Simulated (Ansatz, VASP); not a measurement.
Pt: VASP beside Ansatz

```
Pt
1.0
     2.68572    0.00000    0.00000
    -1.34286    2.32590    0.00000
     0.00000    0.00000    4.63858
Pt
2
Cartesian
  1.3429 0.7753 3.4789
  0.0000 1.5506 1.1596
```

Change from the starting cell: mode 1 frozen in at +0.000 Å, equal normal strain along x, y and z -0.0083.

Alike in both runs: task single point; functional LDA; k mesh 18 × 18 × 10; occupations gaussian, width 0.15 eV; no spin polarisation.

```csv
,VASP,Ansatz
version,VASP 6.6.1,Ansatz 0.2.0
potentials or method,"VASP PAW LDA potentials, release 64 (Pt), cutoff 520 eV","scalar-relativistic, plane waves, PAW"
valence electrons in the cell,20,36
```

Ansatz gave:

| Quantity | Value |
| --- | --- |
| gap on the k mesh at the Fermi level (eV) | none |
| pressure (GPa) | 8.2 |
| traceless stress, the component that is largest in VASP (GPa) | -0.93 |

What did VASP give for the same quantities?

gap on the k mesh at the Fermi level (eV): none; pressure (GPa): 9.0; traceless stress, the component that is largest in VASP (GPa): -1.27.

LDA's correlation is that of Perdew and Zunger in VASP and of Perdew and Wang (1992) in Ansatz. A gap of «none» marks a metal or a gap that the smearing closes. VASP's potentials hold 20 valence electrons a cell and Ansatz's 36, so a difference there can come from the potentials and not from the codes.

Spin-orbit coupling is off throughout.
